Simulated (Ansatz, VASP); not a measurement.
## One calculation of LaOs3, two programs

Contents of INCAR:

```
SYSTEM = LaOs3
  ALGO = Normal
  EDIFF = 1E-6
  ENCUT = 520
  GGA = PE
  ISIF = 2
  ISMEAR = 0
  LASPH = .True.
  LCHARG = .False.
  LREAL = .False.
  LWAVE = .False.
  NBANDS = 26
  NELM = 80
  PREC = Accurate
  SIGMA = 0.05
```

File KPOINTS:

```
k-points
0
Gamma
  8 8 8
  0 0 0
```

File POSCAR:

```
LaOs3
1.0
    4.2016465719      0.0000000000      0.0000000000
    0.0000000000      4.2016465719      0.0000000000
    0.0000000000      0.0000000000      4.2016465719
La Os
1 3
Direct
    0.0000000000      0.0000000000      0.0000000000
    0.0000000000      0.5000000000      0.5000000000
    0.5000000000      0.5000000000      0.0000000000
    0.5000000000      0.0000000000      0.5000000000
```

Input for Ansatz:

```yaml
crystal:
  lattice:
    - [4.2016465719, 0.0, 0.0]
    - [0.0, 4.2016465719, 0.0]
    - [0.0, 0.0, 4.2016465719]
  atoms:
    - { symbol: La, position: [0.0, 0.0, 0.0] }
    - { symbol: Os, position: [0.0, 0.5, 0.5] }
    - { symbol: Os, position: [0.5, 0.5, 0.0] }
    - { symbol: Os, position: [0.5, 0.0, 0.5] }
basis:
  ecutwfc: 420
  ecutrho_ratio: 4
kpoints:
  mp_grid: { grid: [8, 8, 8] }
hamiltonian:
  xc: pbe
scf:
  occupations: { method: gaussian, width: 0.05 }
output:
  forces: true
  stress: true
  eigenvalues: true
  write_density: true
  write_potential: true
  elf: true
  volumetric_format: npy
```

Alike in both runs: task single point; functional PBE; k mesh 8 × 8 × 8; occupations gaussian, width 0.05 eV; no spin polarisation.

|  | VASP | Ansatz |
| --- | --- | --- |
| version | VASP 6.6.1 | Ansatz 0.2.0 |
| potentials or method | VASP PAW PBE potentials, release 64 (La, Os), cutoff 520 eV | scalar-relativistic, plane waves, PAW |
| valence electrons in the cell | 35 | 59 |

Ansatz gave:

- gap on the k mesh at the Fermi level (eV): none
- pressure (GPa): -6.7

Which values does VASP return?

gap on the k mesh at the Fermi level (eV): none; pressure (GPa): -6.8.

A gap of «none» marks a metal or a gap that the smearing closes. The functional is the same, so the differences come from potentials, cutoffs and numerics. VASP's potentials hold 35 valence electrons a cell and Ansatz's 59, so a difference there can come from the potentials and not from the codes.

Spin-orbit coupling is off throughout.
